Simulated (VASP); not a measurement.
## TaN: single point with PBEsol

The system is TaN.

```
Ta N
1.0
     5.08993    0.00000    0.00000
    -2.54496    4.40801    0.00000
     0.00000    0.00000    2.85158
Ta N
3 3
Direct
  0.33333 0.66667 0.50000
  0.66667 0.33333 0.50000
  0.00000 0.00000 0.00000
  0.39285 0.00000 0.00000
  0.60715 0.60715 0.00000
  0.00000 0.39285 0.00000
```

| Property | Result |
| --- | --- |
| Program | VASP 6.6.1 |
| Task | single point |
| Functional | PBEsol |
| Potentials or basis | VASP PAW PBE potentials, release 64 (Ta_pv, N) |
| Cutoff | 520 eV |
| k mesh | 5 × 5 × 8 |
| Occupations | fermi-dirac, width 0.1 eV |
| Spin | no spin polarisation |

```yaml
Pressure: 20.0 GPa
Largest_force: 0.280 eV/Å
Band_gap_on_the_k_mesh: zero (band 24 reaches 10.94 eV, above the bottom of band 25 at 7.60 eV)
```

Forces on the atoms (eV/Å):
```
Ta   0.000  0.000  0.000
Ta   0.000  0.000  0.000
Ta   0.000  0.000  0.000
N    0.280  0.000  0.000
N   -0.140 -0.243  0.000
N   -0.140  0.243  0.000
```

Stress tensor (GPa, compression positive):
```
20.28  0.00  0.00
 0.00 20.28  0.00
 0.00  0.00 19.39
```

Levels at points of the mesh, in eV from the Fermi level:
```csv
k point,band 21,band 22,band 23,band 24,band 25,band 26,band 27,band 28
"(0.00, 0.00, 0.00)",-4.62,-3.56,-2.15,-1.13,-1.13,0.44,0.44,1.86
"(0.00, 0.00, 0.50)",-4.60,-3.21,-3.21,1.95,1.95,2.03,2.26,2.26
```

Run time: 25 s on 1 thread of Intel(R) Xeon(R) 6975P-C (Granite Rapids) (shared host), peak memory 0.2 GiB.

Caveat: the PAW data sets were made with another functional, which shifts forces and pressure a little; spin-orbit coupling is left out, which moves the levels of the heavy elements.
